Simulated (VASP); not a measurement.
Set up this calculation in VASP 6.6.1, as the native input.

```yaml
Task: relaxation of cell and atoms
Functional: PBE
Potentials_or_basis: VASP PAW PBE potentials, release 64 (In_d, Sb, As)
Cutoff: 600 eV
k_mesh: 6 × 6 × 1
Occupations: gaussian, width 0.1 eV
Spin: no spin polarisation
Dipole_correction: no
Further_INCAR_settings: ALGO = Normal; EDIFF = 1e-07; IBRION = 2; EDIFFG = -0.04; NSW = 90; ISIF = 3
```

The structure of In3Sb2As lies in POSCAR:

```
In3Sb2As
1.0
    4.2206170100      0.0000000000      0.0000000000
   -2.1103085000      3.6551615500      0.0000000000
    0.0000000000      0.0000000000     20.8185628300
In Sb As
6 4 2
Direct
    0.6666666700      0.3333333300      0.1668627100
    0.6666666700      0.3333333300      0.5001960400
    0.6666666700      0.3333333300      0.8335293700
    0.3333333300      0.6666666700      0.0001960400
    0.3333333300      0.6666666700      0.3335293700
    0.3333333300      0.6666666700      0.6668627100
    0.6666666700      0.3333333300      0.6249706100
    0.6666666700      0.3333333300      0.9583039500
    0.3333333300      0.6666666700      0.1249706100
    0.3333333300      0.6666666700      0.4583039500
    0.6666666700      0.3333333300      0.2916372800
    0.3333333300      0.6666666700      0.7916372800
```

These files were run (other wordings do the same):

INCAR

```
PREC = Accurate
ENCUT = 600
EDIFF = 1E-7
ISMEAR = 0
SIGMA = 0.1
LREAL = False
LASPH = True
NELM = 60
ALGO = Normal
ISIF = 3
LWAVE = False
LCHARG = False
GGA = PE
IBRION = 2
NSW = 90
EDIFFG = -0.04
```

KPOINTS

```
regular mesh
0
Gamma
  6 6 1
```

Potentials or basis: VASP PAW PBE potentials, release 64 (In_d, Sb, As).

Launch:

```sh
$ cat potpaw_PBE.64/In_d/POTCAR potpaw_PBE.64/Sb/POTCAR potpaw_PBE.64/As/POTCAR > POTCAR
$ mpirun -np 1 vasp_std > vasp.out
```

It gave:

```yaml
Relaxed_volume: 34.17 Å³/atom
Relaxed_cell: a = 4.578 Å, b = 4.578 Å, c = 22.588 Å, α = 90.00°, β = 90.00°, γ = 120.00°
Space_group_after_relaxing_to_0.1_Å: P6_3mc (No. 186)
Energy_gained_by_relaxing: 358.4 meV/atom
Ionic_steps: 8
Pressure_after_relaxing: 0.0 GPa
Largest_force_after_relaxing: 0.039 eV/Å
Band_gap_on_the_k_mesh: 0.07 eV
```

Caveat: the volume moved by over 15 % at a fixed basis, so the end points are rough; spin-orbit coupling is left out, which moves the levels of the heavy elements.

Run time: 23 min on 1 thread of AMD EPYC 9R45 96-Core Processor (Zen 5) (shared host), peak memory 0.58 GiB.
